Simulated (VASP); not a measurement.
Set up this calculation in VASP 6.6.1, as the native input.

```
Task                   : single point
Functional             : PBE
Dispersion             : D3(BJ)
Potentials or basis    : VASP PAW PBE potentials, release 64 (Ti_sv, O)
Cutoff                 : 520 eV
k mesh                 : 9 × 9 × 9
Occupations            : gaussian, width 0.05 eV
Spin                   : no spin polarisation
Hubbard terms          : Ti d U = 4.0 eV
Dipole correction      : no
Further INCAR settings : ALGO = Normal; EDIFF = 1e-07; NBANDS = 19
```

The structure of TiO2 lies in POSCAR:

```
TiO2
1.0
    1.4338500000      0.8278336835      5.9525666667
   -1.4338500000      0.8278336835      5.9525666667
    0.0000000000     -1.6556673670      5.9525666667
Ti O
1 2
Direct
    0.0000000000      0.0000000000      0.0000000000
    0.6017580785      0.6017580785      0.6017580785
    0.3982419215      0.3982419215      0.3982419215
```

The input as run:

INCAR

```
  PREC = Accurate
  ENCUT = 520
  EDIFF = 1E-7
  ISMEAR = 0
  SIGMA = 0.05
  LREAL = F
  LASPH = T
  NELM = 150
  ALGO = Normal
  ISIF = 2
  LWAVE = F
  LCHARG = F
  LMAXMIX = 4
  LDAU = T
  LDAUTYPE = 2
  LDAUL = 2 -1
  LDAUU = 4 0
  LDAUJ = 0 0
  LDAUPRINT = 1
  GGA = PE
  IVDW = 12
  NBANDS = 19
```

KPOINTS

```
Automatic mesh
0
Gamma
  9 9 9
```

Potentials or basis: VASP PAW PBE potentials, release 64 (Ti_sv, O).

Launch:

```bash
$ cat potpaw_PBE.64/Ti_sv/POTCAR potpaw_PBE.64/O/POTCAR > POTCAR
$ mpirun -np 1 vasp_std > vasp.out
```

It gave:

| Property | Result |
| --- | --- |
| Pressure | -0.4 GPa |
| Largest force | 2.442 eV/Å |
| Band gap on the k mesh | 2.55 eV (least direct gap 3.21 eV) |
| Dispersion energy per atom | -0.176 eV |

Caveat: the stress differs along the axes, from -23 to 11 GPa; forces of over 1 eV/Å act on the atoms, so gaps and moduli don't describe the material at rest.

It took 6.8 min on 1 thread of Intel Xeon 8259CL (shared host), peak memory 0.35 GiB.
